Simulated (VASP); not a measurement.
# Sn (Pm-3m) in VASP: notebook

Runs on Sn. Level: PBEsol. Tasks: single point, relaxation of cell and atoms.

Program: VASP 6.6.1. These are calculated values, not measurements. Logs are shortened: lines on timing, memory, paths and dates and some standing lists are left out, and cuts for length are marked.

## Step 1: The cell of the first run

The structure is cubic, space group Pm-3m (No. 221). Conventional cell: a = 2.982 Å, b = 2.982 Å, c = 2.982 Å, α = 90.00°, β = 90.00°, γ = 90.00°. Sn (site symmetry m-3m) has 6 Sn at 2.98 Å within 3.9 Å.

## Step 2: Single point, PBEsol (volume scaled by 0.95)

File INCAR:

```
SYSTEM = Sn
ALGO = Normal
EDIFF = 1E-7
ENCUT = 520
GGA = PS
ISIF = 2
ISMEAR = -1
LASPH = .True.
LCHARG = .True.
LELF = .True.
LREAL = .False.
LVHAR = .True.
LWAVE = .False.
NBANDS = 13
NELM = 60
PREC = Accurate
SIGMA = 0.1
```

File KPOINTS:

```
k-points
0
Gamma
  14 14 14
  0 0 0
```

File POSCAR:

```
Sn
1.0
    2.9817611280      0.0000000000      0.0000000000
    0.0000000000      2.9817611280      0.0000000000
    0.0000000000      0.0000000000      2.9817611280
Sn
1
Direct
    0.0000000000      0.0000000000      0.0000000000
```

Potentials or basis: VASP PAW PBE potentials, release 64 (Sn_d).

On the command line:

```
> cat potpaw_PBE.64/Sn_d/POTCAR > POTCAR
> mpirun -np 1 vasp_std > vasp.out
```

OUTCAR:

```text
SYSTEM = Sn
   EDIFF = 1E-7
   ENCUT = 520
   GGA = PS
   ISIF = 2
   ISMEAR = -1
   LASPH = .True.
   LREAL = .False.
   NELM = 60
   PREC = Accurate

 ion  position               nearest neighbor table
   1  0.000  0.000  0.000-

  LATTYP: Found a simple cubic cell.
 ALAT       =     2.9817611280

  Lattice vectors:

 A1 = (   2.9817611280,   0.0000000000,   0.0000000000)
 A2 = (   0.0000000000,   2.9817611280,   0.0000000000)
 A3 = (   0.0000000000,   0.0000000000,   2.9817611280)

Analysis of symmetry for initial positions (statically):
=====================================================================
 Subroutine PRICEL returns:
 Original cell was already a primitive cell.

 Routine SETGRP: Setting up the symmetry group for a
 simple cubic supercell.

 Subroutine GETGRP returns: Found 48 space group operations
 (whereof 48 operations were pure point group operations)
 out of a pool of 48 trial point group operations.

The static configuration has the point symmetry O_h .

Analysis of symmetry for dynamics (positions and initial velocities):
=====================================================================
 Subroutine PRICEL returns:
 Original cell was already a primitive cell.

 Routine SETGRP: Setting up the symmetry group for a
 simple cubic supercell.

 Subroutine GETGRP returns: Found 48 space group operations
 (whereof 48 operations were pure point group operations)
 out of a pool of 48 trial point group operations.

The dynamic configuration has the point symmetry O_h .

 Subroutine INISYM returns: Found 48 space group operations
 (whereof 48 operations are pure point group operations),
 and found     1 'primitive' translations

----------------------------------------------------------------------------------------

                                     Primitive cell

  volume of cell :      26.5105

  direct lattice vectors                    reciprocal lattice vectors
     2.981761128  0.000000000  0.000000000     0.335372271  0.000000000  0.000000000
     0.000000000  2.981761128  0.000000000     0.000000000  0.335372271  0.000000000
     0.000000000  0.000000000  2.981761128     0.000000000  0.000000000  0.335372271

  length of vectors
     2.981761128  2.981761128  2.981761128     0.335372271  0.335372271  0.335372271

  position of ions in fractional coordinates (direct lattice)
     0.000000000  0.000000000  0.000000000

  ion indices of the primitive-cell ions
[... 75 lines left out ...]
   LREAL  =      F    real-space projection
   EDIFFG = 0.1E-05   stopping-criterion for IOM
   NSW    =      0    number of steps for IOM
   IBRION =     -1    ionic relax: 0-MD 1-quasi-New 2-CG
   NFREE  =      0    steps in history (QN), initial steepest desc. (CG)
   ISIF   =      2    stress and relaxation
   ISYM   =      2    0-nonsym 1-usesym 2-fastsym
   POTIM  = 0.5000    time-step for ionic-motion
   TEBEG  =    0.0;   TEEND  =   0.0 temperature during run
   PSTRESS=    0.0 pullay stress
   NELECT =      14.0000    total number of electrons
   NUPDOWN=      -1.0000    fix difference up-down
   EMIN   =  10.00;   EMAX   =-10.00  energy-range for DOS
   EFERMI =   0.00;   METHOD = LEGACY
   ISMEAR =    -1;   SIGMA  =   0.10  broadening in eV -4-tet -1-fermi 0-gaus
   EFERMI_NEDOS =   21; number of points for ismear=-14 and -15
   IALGO  =     38    algorithm
   IMIX   =      4    mixing-type and parameters
     AMIX     =   0.40;   BMIX     =  1.00
     AMIX_MAG =   1.60;   BMIX_MAG =  1.00
  volume/ion in A,a.u.               =      26.51       178.90
  Fermi-wavevector in a.u.,A,eV,Ry     =   1.323258  2.500596 23.823976  1.751013
  Thomas-Fermi vector in A             =   2.452880
   LORBIT       =      0    0 simple, 1 ext, 2 COOP (PROOUT), +10 PAW based schemes
   GGA     = PS    functional components
   LHFCALC =     F    Hartree Fock is set to
   AEXX    =    0.0000 exact exchange contribution
   IVDW    =     0    specifies the selected vdW correction
   LEPSILON=     F    determine dielectric tensor
   LRPA    =     F    only Hartree local field effects (RPA)
 non-spin polarized calculation
  energy-cutoff  :      520.00
  volume of cell :       26.51
 maximum number of plane-waves:       739
 NGX is ok and might be reduce to    24
   NGX = 11   NGY = 11   NGZ = 11

 number of electron      13.9999996 magnetization

 Free energy of the ion-electron system (eV)
  ---------------------------------------------------
  ext. energy  EPLUGINS =         0.00000000
  ---------------------------------------------------
  free energy    TOTEN  =        -4.21706959 eV

  energy without entropy =       -4.20082840  energy(sigma->0) =       -4.20894899

 E-fermi :   7.9713     XC(G=0): -10.5207

 val. band max:        7.9494616817   @ k =   0.5000   0.5000   0.5000
 cond. band min:       7.9734215084   @ k =   0.5000   0.3571   0.0714
 fundamental gap:      0.0239598266
 Fermi energy:         7.9712965263

 k-point     1 :       0.0000    0.0000    0.0000
  band No.  band energies     occupation
      1     -13.6009      2.00000
      2     -13.6009      2.00000
      3     -13.1018      2.00000
      4     -13.1018      2.00000
      5     -13.1018      2.00000
      6      -3.3455      2.00000
      7      13.6757      0.00000
      8      13.6757      0.00000
      9      13.6757      0.00000
     10      17.0540      0.00000
     11      17.0540      0.00000
     12      18.6040      0.00000
     13      28.6377      0.00000
[... 354 lines left out ...]
  band No.  band energies     occupation
      1     -13.4859      2.00000
      2     -13.2775      2.00000
      3     -13.2098      2.00000
      4     -13.2027      2.00000
      5     -13.1427      2.00000
      6      -0.4109      2.00000
      7       5.6996      2.00000
      8      10.5983      0.00000
      9      16.6262      0.00000
     10      16.6328      0.00000
     11      19.6491      0.00000
     12      23.3008      0.00000
     13      23.9964      0.00000

 [... further k-points ...]
[... 5 lines left out ...]
  --------------------------------------------------------------------------------------
  -------------------------------------------------------------------------------------
  Total        0.5104046      0.5104046      0.5104046      0.0000000      0.0000000      0.0000000
  in kB       30.8465537     30.8465537     30.8465537      0.0000000      0.0000000      0.0000000
  external PRESSURE =      30.8465537 kB  Pullay stress =       0.0000000 kB

 VOLUME and BASIS-vectors are now :
 -----------------------------------------------------------------------------
  energy-cutoff  :      520.00
  volume of cell :       26.51
      direct lattice vectors                 reciprocal lattice vectors
     2.981761128  0.000000000  0.000000000     0.335372271  0.000000000  0.000000000
     0.000000000  2.981761128  0.000000000     0.000000000  0.335372271  0.000000000
     0.000000000  0.000000000  2.981761128     0.000000000  0.000000000  0.335372271

 POSITION                                       TOTAL-FORCE (eV/Angst)
 -----------------------------------------------------------------------------------
      0.00000      0.00000      0.00000         0.000000      0.000000      0.000000
 -----------------------------------------------------------------------------------
    total drift:                                0.000000     -0.000000      0.000000

  FREE ENERGIE OF THE ION-ELECTRON SYSTEM (eV)
  ---------------------------------------------------
  free  energy   TOTEN  =        -4.2170695861 eV

  energy  without entropy=       -4.2008283998  energy(sigma->0) =       -4.20894899
```

stdout:

```text
POSCAR found type information on POSCAR Sn
 POSCAR found :  1 types and       1 ions
 scaLAPACK will be used
 -----------------------------------------------------------------------------
|                                                                             |
|                                                                             |
|     You enforced a specific xc type in the INCAR file but a different       |
|     I HOPE YOU KNOW WHAT YOU ARE DOING!                                     |
|                                                                             |
 -----------------------------------------------------------------------------

 LDA part: xc-table for (Slater+PW92), standard interpolation
 POSCAR, INCAR and KPOINTS ok, starting setup
 FFT: planning ... GRIDC
 FFT: planning ... GRID_SOFT
 FFT: planning ... GRID
 WAVECAR not read
 entering main loop
```

Wall time 12 s (1 thread of Intel Xeon Platinum 8488C (Sapphire Rapids), shared host); peak memory 0.16 GiB.

What came out:

```yaml
Free_energy: -4.2171 eV
Pressure: 3.1 GPa
Band_gap_on_the_k_mesh: zero (band 7 reaches 13.68 eV, above the bottom of band 8 at 5.61 eV)
```

Levels at points of the mesh, in eV from the Fermi level:
```csv
k point,band 4,band 5,band 6,band 7,band 8,band 9,band 10,band 11
"(0.00, 0.00, 0.00)",-21.07,-21.07,-11.32,5.70,5.70,5.70,9.08,9.08
"(0.50, 0.00, 0.00)",-21.19,-21.06,-7.92,-5.02,8.59,8.59,11.99,12.18
"(0.50, 0.50, 0.00)",-21.19,-20.92,-4.29,-2.36,-2.36,2.74,11.81,14.60
"(0.50, 0.50, 0.50)",-20.91,-20.91,-0.02,0.22,0.22,0.22,6.00,6.00
```

Caveat: the cell differs from its parent crystal (volume scaled by 0.95); the PAW data sets were made with another functional, which shifts forces and pressure a little; spin-orbit coupling is left out, which moves the levels of the heavy elements.

## Step 3: Single point, PBEsol

This run uses another cell than the first one, of 27.91 Å³/atom, 1.053 times its volume.

File INCAR:

```
  PREC = Accurate
  ENCUT = 520
  EDIFF = 1E-6
  ISMEAR = -1
  SIGMA = 0.1
  LREAL = F
  LASPH = T
  NELM = 60
  ALGO = Normal
  ISIF = 2
  LWAVE = F
  LCHARG = F
  GGA = PS
  NBANDS = 13
```

File KPOINTS:

```
regular mesh
0
Gamma
  14 14 14
```

File POSCAR:

```
Sn
1.0
    3.0331809075      0.0000000000      0.0000000000
    0.0000000000      3.0331809075      0.0000000000
    0.0000000000      0.0000000000      3.0331809075
Sn
1
Direct
    0.0000000000      0.0000000000      0.0000000000
```

Potentials or basis: VASP PAW PBE potentials, release 64 (Sn_d).

On the command line:

```
> cat potpaw_PBE.64/Sn_d/POTCAR > POTCAR
> mpirun -np 1 vasp_std > vasp.out
```

OUTCAR:

```text
PREC = Accurate
   ENCUT = 520
   EDIFF = 1E-6
   ISMEAR = -1
   LREAL = F
   LASPH = T
   NELM = 60
   ISIF = 2
   GGA = PS

 ion  position               nearest neighbor table
   1  0.000  0.000  0.000-

  LATTYP: Found a simple cubic cell.
 ALAT       =     3.0331809075

  Lattice vectors:

 A1 = (   3.0331809075,   0.0000000000,   0.0000000000)
 A2 = (   0.0000000000,   3.0331809075,   0.0000000000)
 A3 = (   0.0000000000,   0.0000000000,   3.0331809075)

Analysis of symmetry for initial positions (statically):
=====================================================================
 Subroutine PRICEL returns:
 Original cell was already a primitive cell.

 Routine SETGRP: Setting up the symmetry group for a
 simple cubic supercell.

 Subroutine GETGRP returns: Found 48 space group operations
 (whereof 48 operations were pure point group operations)
 out of a pool of 48 trial point group operations.

The static configuration has the point symmetry O_h .

Analysis of symmetry for dynamics (positions and initial velocities):
=====================================================================
 Subroutine PRICEL returns:
 Original cell was already a primitive cell.

 Routine SETGRP: Setting up the symmetry group for a
 simple cubic supercell.

 Subroutine GETGRP returns: Found 48 space group operations
 (whereof 48 operations were pure point group operations)
 out of a pool of 48 trial point group operations.

The dynamic configuration has the point symmetry O_h .

 Subroutine INISYM returns: Found 48 space group operations
 (whereof 48 operations are pure point group operations),
 and found     1 'primitive' translations

----------------------------------------------------------------------------------------

                                     Primitive cell

  volume of cell :      27.9058

[... 107 lines left out ...]
  volume/ion in A,a.u.               =      27.91       188.32
  Fermi-wavevector in a.u.,A,eV,Ry     =   1.300826  2.458205 23.023074  1.692148
  Thomas-Fermi vector in A             =   2.432000
   LORBIT       =      0    0 simple, 1 ext, 2 COOP (PROOUT), +10 PAW based schemes
   GGA     = PS    functional components
   LHFCALC =     F    Hartree Fock is set to
   AEXX    =    0.0000 exact exchange contribution
   IVDW    =     0    specifies the selected vdW correction
   LEPSILON=     F    determine dielectric tensor
   LRPA    =     F    only Hartree local field effects (RPA)
 non-spin polarized calculation
  energy-cutoff  :      520.00
  volume of cell :       27.91
 maximum number of plane-waves:       768
 NGX is ok and might be reduce to    24
   NGX = 11   NGY = 11   NGZ = 11

 number of electron      14.0000014 magnetization

 Free energy of the ion-electron system (eV)
  ---------------------------------------------------
  ext. energy  EPLUGINS =         0.00000000
  ---------------------------------------------------
  free energy    TOTEN  =        -4.23020947 eV

  energy without entropy =       -4.21278629  energy(sigma->0) =       -4.22149788

 E-fermi :   7.3367     XC(G=0): -10.2799

 val. band max:        7.3183813290   @ k =   0.4286   0.3571   0.1429
 cond. band min:       7.3707176055   @ k =   0.5000   0.5000   0.4286
 fundamental gap:      0.0523362764
 Fermi energy:         7.3366762574

 k-point     1 :       0.0000    0.0000    0.0000
  band No.  band energies     occupation
      1     -14.1453      2.00000
      2     -14.1453      2.00000
      3     -13.7159      2.00000
      4     -13.7159      2.00000
      5     -13.7159      2.00000
      6      -3.5953      2.00000
      7      12.8461      0.00000
      8      12.8461      0.00000
      9      12.8461      0.00000
     10      16.2051      0.00000
     11      16.2051      0.00000
     12      17.5606      0.00000
     13      27.6757      0.00000
[... 354 lines left out ...]
  band No.  band energies     occupation
      1     -14.0456      2.00000
      2     -13.8653      2.00000
      3     -13.8055      2.00000
      4     -13.8023      2.00000
      5     -13.7510      2.00000
      6      -0.8102      2.00000
      7       5.1936      2.00000
      8       9.8517      0.00000
      9      15.6114      0.00000
     10      15.8273      0.00000
     11      18.7663      0.00000
     12      22.3338      0.00000
     13      22.9404      0.00000

 [... further k-points ...]
[... 5 lines left out ...]
  --------------------------------------------------------------------------------------
  -------------------------------------------------------------------------------------
  Total       -0.0053057     -0.0053057     -0.0053057     -0.0000000     -0.0000000      0.0000000
  in kB       -0.3046178     -0.3046178     -0.3046178     -0.0000000     -0.0000000      0.0000000
  external PRESSURE =      -0.3046178 kB  Pullay stress =       0.0000000 kB

 VOLUME and BASIS-vectors are now :
 -----------------------------------------------------------------------------
  energy-cutoff  :      520.00
  volume of cell :       27.91
      direct lattice vectors                 reciprocal lattice vectors
     3.033180907  0.000000000  0.000000000     0.329686897  0.000000000  0.000000000
     0.000000000  3.033180907  0.000000000     0.000000000  0.329686897  0.000000000
     0.000000000  0.000000000  3.033180907     0.000000000  0.000000000  0.329686897

 POSITION                                       TOTAL-FORCE (eV/Angst)
 -----------------------------------------------------------------------------------
      0.00000      0.00000      0.00000         0.000000      0.000000      0.000000
 -----------------------------------------------------------------------------------
    total drift:                                0.000000     -0.000000      0.000000

  FREE ENERGIE OF THE ION-ELECTRON SYSTEM (eV)
  ---------------------------------------------------
  free  energy   TOTEN  =        -4.2302094684 eV

  energy  without entropy=       -4.2127862874  energy(sigma->0) =       -4.22149788
```

stdout:

```text
POSCAR found type information on POSCAR Sn
 POSCAR found :  1 types and       1 ions
 scaLAPACK will be used
 -----------------------------------------------------------------------------
|                                                                             |
|                                                                             |
|     You enforced a specific xc type in the INCAR file but a different       |
|     I HOPE YOU KNOW WHAT YOU ARE DOING!                                     |
|                                                                             |
 -----------------------------------------------------------------------------

 LDA part: xc-table for (Slater+PW92), standard interpolation
 POSCAR, INCAR and KPOINTS ok, starting setup
 FFT: planning ... GRIDC
 FFT: planning ... GRID_SOFT
 FFT: planning ... GRID
 WAVECAR not read
 entering main loop
```

Run time: 10 s. Hardware: 1 thread of Intel Xeon Platinum 8488C (Sapphire Rapids), shared host; peak memory 0.16 GiB.

What came out:

- Free energy: -4.2302 eV
- Pressure: 0.0 GPa
- Band gap on the k mesh: zero (band 7 reaches 12.85 eV, above the bottom of band 8 at 5.14 eV)

Caveat: the PAW data sets were made with another functional, which shifts forces and pressure a little; spin-orbit coupling is left out, which moves the levels of the heavy elements.

## Step 4: Single point, PBEsol

This run uses another cell than the first one, of 27.91 Å³/atom, 1.053 times its volume.

File INCAR:

```
SYSTEM = Sn
PREC = Accurate
ENCUT = 520
EDIFF = 1E-7
ISMEAR = -1
SIGMA = 0.1
LREAL = .False.
LASPH = .True.
NELM = 100
ALGO = Normal
ISIF = 2
LWAVE = .False.
LCHARG = .False.
GGA = PS
NBANDS = 13
```

File KPOINTS:

```
regular mesh
0
Gamma
  14 14 14
  0 0 0
```

File POSCAR:

```
Sn
1.0
    3.0331809074      0.0000000000      0.0000000000
    0.0000000000      3.0331809074      0.0000000000
    0.0000000000      0.0000000000      3.0331809074
Sn
1
Direct
    0.0000000000      0.0000000000      0.0000000000
```

On the command line:

```
> cat potpaw_PBE.64/Sn_d/POTCAR > POTCAR
> mpirun -np 1 vasp_std > vasp.out
```

Wall time 12 s (1 thread of Intel Xeon Platinum 8488C (Sapphire Rapids), shared host); peak memory 0.16 GiB.

Results (log left out):

- Free energy: -4.2302 eV
- Pressure: -0.1 GPa
- Band gap on the k mesh: zero (band 7 reaches 12.85 eV, above the bottom of band 8 at 5.14 eV)

Levels at points of the mesh, in eV from the Fermi level:
```tsv
k point	band 3	band 4	band 5	band 6	band 7	band 8	band 9	band 10	band 11	band 12
(0.00, 0.00, 0.00)	-21.05	-21.05	-21.05	-10.93	5.51	5.51	5.51	8.87	8.87	10.22
(0.50, 0.00, 0.00)	-21.16	-21.14	-21.04	-7.77	-4.72	8.19	8.19	11.78	11.85	12.10
(0.50, 0.50, 0.00)	-21.15	-21.15	-20.92	-4.39	-2.20	-2.20	2.83	11.13	14.37	14.37
(0.50, 0.50, 0.50)	-21.30	-20.91	-20.91	-0.47	0.23	0.23	0.23	5.95	5.95	5.95
```

Caveat: the PAW data sets were made with another functional, which shifts forces and pressure a little; spin-orbit coupling is left out, which moves the levels of the heavy elements.

(Part 1 of 3 ends here.)
